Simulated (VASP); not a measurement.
# ScIr2 (Fd-3m) in VASP: notebook

The runs below take ScIr2 through single point, with LDA.

Everything below comes from runs of VASP 6.6.1. Logs are shortened: lines on timing, memory, paths and dates and some standing lists are left out, and cuts for length are marked.

## (1) The cell of the first run

It takes space group Fd-3m (No. 227, cubic). The conventional cell has a = 7.215 Å, b = 7.215 Å, c = 7.215 Å, α = 90.00°, β = 90.00°, γ = 90.00°. Sc (site symmetry -43m) has 12 Ir at 2.99 Å and 4 Sc at 3.12 Å within 3.9 Å. Within 3.4 Å of Ir (site symmetry -3m) lie 6 Ir at 2.55 Å and 6 Sc at 2.99 Å.

## (2) Single point, LDA

INCAR

```
  ALGO = Normal
  EDIFF = 1E-6
  ENCUT = 560
  GGA_COMPAT = False
  ISIF = 2
  ISMEAR = 0
  LASPH = True
  LCHARG = False
  LREAL = False
  LWAVE = False
  NBANDS = 54
  NELM = 120
  PREC = Accurate
  SIGMA = 0.1
```

KPOINTS

```
k-points
0
Gamma
  6 6 6
```

POSCAR

```
ScIr2
1.0
    0.0000000000      3.6074876009      3.6074876009
    3.6074876009      0.0000000000      3.6074876009
    3.6074876009      3.6074876009      0.0000000000
Sc Ir
2 4
Direct
    0.0000000000      0.0000000000      0.0000000000
    0.2500000000      0.2500000000      0.2500000000
    0.6250000000      0.6250000000      0.6250000000
    0.1250000000      0.6250000000      0.6250000000
    0.6250000000      0.6250000000      0.1250000000
    0.6250000000      0.1250000000      0.6250000000
```

Potentials or basis: VASP PAW LDA potentials, release 64 (Sc_sv, Ir_sv_GW).

Run with:

```
cat potpaw_LDA.64/Sc_sv/POTCAR potpaw_LDA.64/Ir_sv_GW/POTCAR > POTCAR
mpirun -np 1 vasp_std > vasp.out
```

OUTCAR:

```text
EDIFF = 1E-6
   ENCUT = 560
   ISIF = 2
   ISMEAR = 0
   LASPH = True
   LREAL = False
   NELM = 120
   PREC = Accurate

 ion  position               nearest neighbor table
   1  0.000  0.000  0.000-   3 2.99   3 2.99   3 2.99   4 2.99   5 2.99   6 2.99   6 2.99   4 2.99
                             6 2.99   5 2.99   4 2.99   5 2.99   2 3.12   2 3.12   2 3.12   2 3.12
   2  0.250  0.250  0.250-   4 2.99   5 2.99   6 2.99   3 2.99   3 2.99   3 2.99   4 2.99   4 2.99
                             5 2.99   6 2.99   5 2.99   6 2.99   1 3.12   1 3.12   1 3.12   1 3.12
   3  0.625  0.625  0.625-   4 2.55   5 2.55   6 2.55   5 2.55   6 2.55   4 2.55   1 2.99   2 2.99
                             1 2.99   2 2.99   1 2.99   2 2.99
   4  0.125  0.625  0.625-   3 2.55   5 2.55   6 2.55   3 2.55   5 2.55   6 2.55   1 2.99   2 2.99
                             2 2.99   1 2.99   2 2.99   1 2.99
   5  0.625  0.625  0.125-   3 2.55   3 2.55   4 2.55   6 2.55   6 2.55   4 2.55   1 2.99   2 2.99
                             1 2.99   2 2.99   1 2.99   2 2.99
   6  0.625  0.125  0.625-   3 2.55   5 2.55   3 2.55   4 2.55   5 2.55   4 2.55   1 2.99   2 2.99
                             1 2.99   2 2.99   1 2.99   2 2.99

  LATTYP: Found a face centered cubic cell.
 ALAT       =     7.2149752018

  Lattice vectors:

 A1 = (   0.0000000000,   3.6074876009,   3.6074876009)
 A2 = (   3.6074876009,   0.0000000000,   3.6074876009)
 A3 = (   3.6074876009,   3.6074876009,   0.0000000000)

Analysis of symmetry for initial positions (statically):
=====================================================================
 Subroutine PRICEL returns:
 Original cell was already a primitive cell.

 Routine SETGRP: Setting up the symmetry group for a
 face centered cubic supercell.

 Subroutine GETGRP returns: Found 48 space group operations
 (whereof 24 operations were pure point group operations)
 out of a pool of 48 trial point group operations.

The static configuration has the point symmetry T_d .
 The point group associated with its full space group is O_h .

Analysis of symmetry for dynamics (positions and initial velocities):
=====================================================================
 Subroutine PRICEL returns:
 Original cell was already a primitive cell.

 Routine SETGRP: Setting up the symmetry group for a
 face centered cubic supercell.

 Subroutine GETGRP returns: Found 48 space group operations
 (whereof 24 operations were pure point group operations)
 out of a pool of 48 trial point group operations.

The dynamic configuration has the point symmetry T_d .
 The point group associated with its full space group is O_h .

 Subroutine INISYM returns: Found 48 space group operations
 (whereof 24 operations are pure point group operations),
 and found     1 'primitive' translations

----------------------------------------------------------------------------------------

                                     Primitive cell

  volume of cell :      93.8954

  direct lattice vectors                    reciprocal lattice vectors
     0.000000000  3.607487601  3.607487601    -0.138600615  0.138600615  0.138600615
     3.607487601  0.000000000  3.607487601     0.138600615 -0.138600615  0.138600615
     3.607487601  3.607487601  0.000000000     0.138600615  0.138600615 -0.138600615

  length of vectors
     5.101757891  5.101757891  5.101757891     0.240063307  0.240063307  0.240063307

  position of ions in fractional coordinates (direct lattice)
     0.000000000  0.000000000  0.000000000
     0.250000000  0.250000000  0.250000000
     0.625000000  0.625000000  0.625000000
     0.125000000  0.625000000  0.625000000
     0.625000000  0.625000000  0.125000000
     0.625000000  0.125000000  0.625000000

  ion indices of the primitive-cell ions
   primitive index   ion index
                 1           1
                 2           2
                 3           3
                 4           4
                 5           5
                 6           6

----------------------------------------------------------------------------------------

 KPOINTS: k-points

Automatic generation of k-mesh.
 Grid dimensions read from file:
 generate k-points for:    6    6    6

 Generating k-lattice:

  Cartesian coordinates                     Fractional coordinates (reciprocal lattice)
    -0.023100102  0.023100102  0.023100102     0.166666667  0.000000000  0.000000000
     0.023100102 -0.023100102  0.023100102     0.000000000  0.166666667  0.000000000
     0.023100102  0.023100102 -0.023100102     0.000000000  0.000000000  0.166666667

  Length of vectors
     0.040010551  0.040010551  0.040010551

  Shift w.r.t. Gamma in fractional coordinates (k-lattice)
     0.000000000  0.000000000  0.000000000

 Subroutine IBZKPT returns following result:
 ===========================================

 Found     16 irreducible k-points:

 Following reciprocal coordinates:
            Coordinates               Weight
  0.000000  0.000000  0.000000      1.000000
  0.166667  0.000000  0.000000      8.000000
  0.333333  0.000000  0.000000      8.000000
  0.500000  0.000000  0.000000      4.000000
  0.166667  0.166667  0.000000      6.000000
  0.333333  0.166667  0.000000     24.000000
[... 8 lines left out ...]
 -0.333333  0.333333  0.166667     24.000000
 -0.333333  0.500000  0.166667     12.000000
   k-points           NKPTS =     16   k-points in BZ     NKDIM =     16   number of bands    NBANDS=     54
   number of dos      NEDOS =    301   number of ions     NIONS =      6
   total plane-waves  NPLWV =  64000
   dimension x,y,z NGX =    40 NGY =   40 NGZ =   40
   dimension x,y,z NGXF=    80 NGYF=   80 NGZF=   80
   ions per type =               2   4
   NGX,Y,Z   is equivalent  to a cutoff of  13.03, 13.03, 13.03 a.u.
   NGXF,Y,Z  is equivalent  to a cutoff of  26.07, 26.07, 26.07 a.u.
 SYSTEM =  unknown system
   PREC   = accura    normal or accurate (medium, high low for compatibility)
   ISTART =      0    job   : 0-new  1-cont  2-samecut
   ICHARG =      2    charge: 1-file 2-atom 10-const
   ISPIN  =      1    spin polarized calculation?
   LNONCOLLINEAR =      F non collinear calculations
   LSORBIT =      F    spin-orbit coupling
   LASPH  =      T    aspherical Exc in radial PAW
   ENCUT  =  560.0 eV  41.16 Ry    6.42 a.u.   9.84  9.84  9.84*2*pi/ulx,y,z
   NELM   =    120;   NELMIN=  2; NELMDL= -5     # of ELM steps
   EDIFF  = 0.1E-05   stopping-criterion for ELM
   LREAL  =      F    real-space projection
   EDIFFG = 0.1E-04   stopping-criterion for IOM
   NSW    =      0    number of steps for IOM
   IBRION =     -1    ionic relax: 0-MD 1-quasi-New 2-CG
   NFREE  =      0    steps in history (QN), initial steepest desc. (CG)
   ISIF   =      2    stress and relaxation
   ISYM   =      2    0-nonsym 1-usesym 2-fastsym
   POTIM  = 0.5000    time-step for ionic-motion
   TEBEG  =    0.0;   TEEND  =   0.0 temperature during run
   PSTRESS=    0.0 pullay stress
   NELECT =      90.0000    total number of electrons
   NUPDOWN=      -1.0000    fix difference up-down
   EMIN   =  10.00;   EMAX   =-10.00  energy-range for DOS
   EFERMI =   0.00;   METHOD = LEGACY
   ISMEAR =     0;   SIGMA  =   0.10  broadening in eV -4-tet -1-fermi 0-gaus
   EFERMI_NEDOS =   21; number of points for ismear=-14 and -15
   IALGO  =     38    algorithm
   IMIX   =      4    mixing-type and parameters
     AMIX     =   0.40;   BMIX     =  1.00
     AMIX_MAG =   1.60;   BMIX_MAG =  1.00
  volume/ion in A,a.u.               =      15.65       105.61
  Fermi-wavevector in a.u.,A,eV,Ry     =   1.614139  3.050280 35.449210  2.605443
  Thomas-Fermi vector in A             =   2.709095
   LORBIT       =      0    0 simple, 1 ext, 2 COOP (PROOUT), +10 PAW based schemes
   GGA     = CA    functional components
   LHFCALC =     F    Hartree Fock is set to
   AEXX    =    0.0000 exact exchange contribution
   IVDW    =     0    specifies the selected vdW correction
   LEPSILON=     F    determine dielectric tensor
   LRPA    =     F    only Hartree local field effects (RPA)
 non-spin polarized calculation
 Gauss-broadening in eV      SIGMA  =   0.10
  energy-cutoff  :      560.00
  volume of cell :       93.90
 maximum number of plane-waves:      2838
   NGX = 19   NGY = 19   NGZ = 19

 number of electron      89.9999997 magnetization

 Free energy of the ion-electron system (eV)
  ---------------------------------------------------
  ext. energy  EPLUGINS =         0.00000000
  ---------------------------------------------------
  free energy    TOTEN  =       -61.40554552 eV

  energy without entropy =      -61.37969738  energy(sigma->0) =      -61.39262145

 E-fermi :   9.5929     XC(G=0): -13.3928

 val. band max:        9.5833614432   @ k =  -0.1667   0.1667   0.0000
 cond. band min:       9.6600682835   @ k =   0.3333   0.3333   0.0000
 fundamental gap:      0.0767068403
 Fermi energy:         9.5929104762

 k-point     1 :       0.0000    0.0000    0.0000
  band No.  band energies     occupation
      1     -82.3873      2.00000
      2     -82.2819      2.00000
      3     -82.2819      2.00000
      4     -82.2819      2.00000
      5     -40.4555      2.00000
      6     -39.7401      2.00000
[... 46 lines left out ...]
     53      12.4289      0.00000
     54      12.4289      0.00000

 k-point     2 :       0.1667    0.0000    0.0000
  band No.  band energies     occupation
      1     -82.3823      2.00000
      2     -82.2878      2.00000
      3     -82.2826      2.00000
      4     -82.2826      2.00000
      5     -40.4052      2.00000
      6     -39.7352      2.00000
[... 46 lines left out ...]
     53      12.4286      0.00000
     54      12.5225      0.00000
[... 739 lines left out ...]
     53      12.2562      0.00000
     54      12.5491      0.00000

 k-point    16 :      -0.3333    0.5000    0.1667
  band No.  band energies     occupation
      1     -82.3354      2.00000
      2     -82.3354      2.00000
      3     -82.2828      2.00000
      4     -82.2828      2.00000
      5     -39.9639      2.00000
      6     -39.9639      2.00000
[... 46 lines left out ...]
     53      12.6367      0.00000
     54      12.6437      0.00000

------------------------ aborting loop because EDIFF is reached ----------------------------------------

  FORCE on cell =-STRESS in cart. coord.  units (eV):
  Direction    XX          YY          ZZ          XY          YZ          ZX
  --------------------------------------------------------------------------------------
  -------------------------------------------------------------------------------------
  Total        3.9029920      3.9029920      3.9029920     -0.0000000     -0.0000000      0.0000000
  in kB       66.5983871     66.5983871     66.5983871     -0.0000000     -0.0000000      0.0000000
  external PRESSURE =      66.5983871 kB  Pullay stress =       0.0000000 kB

 VOLUME and BASIS-vectors are now :
 -----------------------------------------------------------------------------
  energy-cutoff  :      560.00
  volume of cell :       93.90
      direct lattice vectors                 reciprocal lattice vectors
     0.000000000  3.607487601  3.607487601    -0.138600615  0.138600615  0.138600615
     3.607487601  0.000000000  3.607487601     0.138600615 -0.138600615  0.138600615
     3.607487601  3.607487601  0.000000000     0.138600615  0.138600615 -0.138600615

 POSITION                                       TOTAL-FORCE (eV/Angst)
 -----------------------------------------------------------------------------------
      0.00000      0.00000      0.00000         0.000000      0.000000      0.000000
      1.80374      1.80374      1.80374        -0.000000     -0.000000     -0.000000
      4.50936      4.50936      4.50936         0.000000      0.000000      0.000000
      4.50936      2.70562      2.70562         0.000000      0.000000      0.000000
      2.70562      2.70562      4.50936         0.000000      0.000000      0.000000
      2.70562      4.50936      2.70562         0.000000      0.000000      0.000000
 -----------------------------------------------------------------------------------
    total drift:                                0.000000      0.000000      0.000000

  FREE ENERGIE OF THE ION-ELECTRON SYSTEM (eV)
  ---------------------------------------------------
  free  energy   TOTEN  =       -61.4055455176 eV

  energy  without entropy=      -61.3796973842  energy(sigma->0) =      -61.39262145
```

Wall time 1.9 min (1 thread of Intel Xeon Platinum 8488C (Sapphire Rapids), shared host); peak memory 0.24 GiB.

Results:

```yaml
Free_energy: -61.4055 eV
Pressure: 6.7 GPa
Band_gap_on_the_k_mesh: zero (bands 45 and 46 overlap by 0.67 eV)
```

Levels at points of the mesh, in eV from the Fermi level:
```csv
k point,band 41,band 42,band 43,band 44,band 45,band 46,band 47,band 48,band 49,band 50
"(0.00, 0.00, 0.00)",-0.65,-0.64,-0.64,-0.64,-0.30,-0.30,-0.30,1.53,2.13,2.13
"(0.50, 0.00, 0.00)",-0.89,-0.89,-0.79,-0.29,-0.29,0.83,0.83,1.05,1.05,1.14
"(0.50, 0.50, 0.00)",-2.86,-2.86,-0.73,-0.73,-0.58,-0.58,0.45,0.45,1.95,1.95
```

Caveat: the cell stands under pressure; spin-orbit coupling is left out, which moves the levels of the heavy elements.

## (3) Single point, LDA

This run uses another cell than the first one, of 15.21 Å³/atom.

INCAR

```
PREC = Accurate
ENCUT = 560
EDIFF = 1E-6
ISMEAR = 0
SIGMA = 0.1
LREAL = False
LASPH = True
NELM = 120
ALGO = Normal
ISIF = 2
LWAVE = False
LCHARG = True
GGA = CA
LELF = True
LVHAR = True
NBANDS = 54
GGA_COMPAT = False
```

KPOINTS

```
regular mesh
0
Gamma
  6 6 6
```

POSCAR: that of step 2 with these lines changed.

```diff
@@ -2,5 +2,5 @@
 1.0
-    0.0000000000      3.6074876009      3.6074876009
-    3.6074876009      0.0000000000      3.6074876009
-    3.6074876009      3.6074876009      0.0000000000
+    0.0000000000      3.5732913475      3.5732913475
+    3.5732913475      0.0000000000      3.5732913475
+    3.5732913475      3.5732913475      0.0000000000
 Sc Ir
```

Potentials or basis: VASP PAW LDA potentials, release 64 (Sc_sv, Ir_sv_GW).

Run with:

```
cat potpaw_LDA.64/Sc_sv/POTCAR potpaw_LDA.64/Ir_sv_GW/POTCAR > POTCAR
mpirun -np 1 vasp_std > vasp.out
```

OUTCAR:

```text
PREC = Accurate
   ENCUT = 560
   EDIFF = 1E-6
   ISMEAR = 0
   LREAL = False
   LASPH = True
   NELM = 120
   ISIF = 2
   GGA = CA

 ion  position               nearest neighbor table
   1  0.000  0.000  0.000-   3 2.96   5 2.96   6 2.96   3 2.96   4 2.96   5 2.96   3 2.96   4 2.96
                             6 2.96   4 2.96   5 2.96   6 2.96   2 3.09   2 3.09   2 3.09   2 3.09
   2  0.250  0.250  0.250-   4 2.96   5 2.96   6 2.96   3 2.96   4 2.96   6 2.96   3 2.96   4 2.96
                             5 2.96   3 2.96   5 2.96   6 2.96   1 3.09   1 3.09   1 3.09   1 3.09
   3  0.625  0.625  0.625-   4 2.53   5 2.53   6 2.53   5 2.53   6 2.53   4 2.53   1 2.96   2 2.96
                             1 2.96   2 2.96   1 2.96   2 2.96
[... 1116 lines left out ...]
  Total        8.7079752      8.7079752      8.7079752      0.0000000     -0.0000000      0.0000000
  in kB      152.8947201    152.8947201    152.8947201      0.0000000     -0.0000000      0.0000000
  external PRESSURE =     152.8947201 kB  Pullay stress =       0.0000000 kB

 VOLUME and BASIS-vectors are now :
 -----------------------------------------------------------------------------
  energy-cutoff  :      560.00
  volume of cell :       91.25
      direct lattice vectors                 reciprocal lattice vectors
     0.000000000  3.573291348  3.573291348    -0.139927017  0.139927017  0.139927017
     3.573291348  0.000000000  3.573291348     0.139927017 -0.139927017  0.139927017
     3.573291348  3.573291348  0.000000000     0.139927017  0.139927017 -0.139927017

 POSITION                                       TOTAL-FORCE (eV/Angst)
 -----------------------------------------------------------------------------------
      0.00000      0.00000      0.00000        -0.000000      0.000000     -0.000000
      1.78665      1.78665      1.78665         0.000000     -0.000000      0.000000
      4.46661      4.46661      4.46661         0.000000      0.000000      0.000000
      4.46661      2.67997      2.67997         0.000000      0.000000      0.000000
      2.67997      2.67997      4.46661         0.000000      0.000000      0.000000
      2.67997      4.46661      2.67997         0.000000      0.000000      0.000000
 -----------------------------------------------------------------------------------
    total drift:                                0.000000      0.000000      0.000000

  FREE ENERGIE OF THE ION-ELECTRON SYSTEM (eV)
  ---------------------------------------------------
  free  energy   TOTEN  =       -61.2071333280 eV

  energy  without entropy=      -61.1819155192  energy(sigma->0) =      -61.19452442
```

OSZICAR:

```text
N       E                     dE             d eps       ncg     rms          rms(c)
DAV:   1     0.224870341180E+04    0.22487E+04   -0.48906E+04  1784   0.210E+03
DAV:   2     0.263360788844E+03   -0.19853E+04   -0.19390E+04  2058   0.763E+02
DAV:   3    -0.404671854228E+02   -0.30383E+03   -0.28841E+03  2824   0.315E+02
DAV:   4    -0.665865477796E+02   -0.26119E+02   -0.24919E+02  2872   0.918E+01
[... 10 lines left out ...]
DAV:  15    -0.612071741150E+02    0.14691E-02   -0.69473E-03  2672   0.643E-01    0.918E-02
DAV:  16    -0.612071409446E+02    0.33170E-04   -0.30507E-04  2696   0.107E-01    0.237E-02
DAV:  17    -0.612071403595E+02    0.58513E-06   -0.94521E-05  2472   0.795E-02    0.495E-02
DAV:  18    -0.612071339136E+02    0.64459E-05   -0.35005E-05  2504   0.499E-02    0.148E-02
DAV:  19    -0.612071333280E+02    0.58552E-06   -0.13175E-06  1384   0.120E-02
   1 F= -.61207133E+02 E0= -.61194524E+02  d E =-.252178E-01
```

stdout:

```text
POSCAR found type information on POSCAR ScIr
 POSCAR found :  2 types and       6 ions
 scaLAPACK will be used
 LDA part: xc-table for (Slater(with rela. corr.)+CA(PZ))
 , standard interpolation
 POSCAR, INCAR and KPOINTS ok, starting setup
 FFT: planning ... GRIDC
 FFT: planning ... GRID_SOFT
 FFT: planning ... GRID
 WAVECAR not read
 entering main loop
```

It took 1.8 min on 1 thread of Intel Xeon Platinum 8488C (Sapphire Rapids), shared host; peak memory 0.24 GiB.

What came out:

```yaml
Free_energy: -61.2071 eV
Pressure: 15.3 GPa
Band_gap_on_the_k_mesh: zero (bands 45 and 46 overlap by 0.70 eV)
```

Caveat: the cell stands under pressure; spin-orbit coupling is left out, which moves the levels of the heavy elements.

The gap in the log of VASP goes by the Fermi energy; the results here count the filled bands.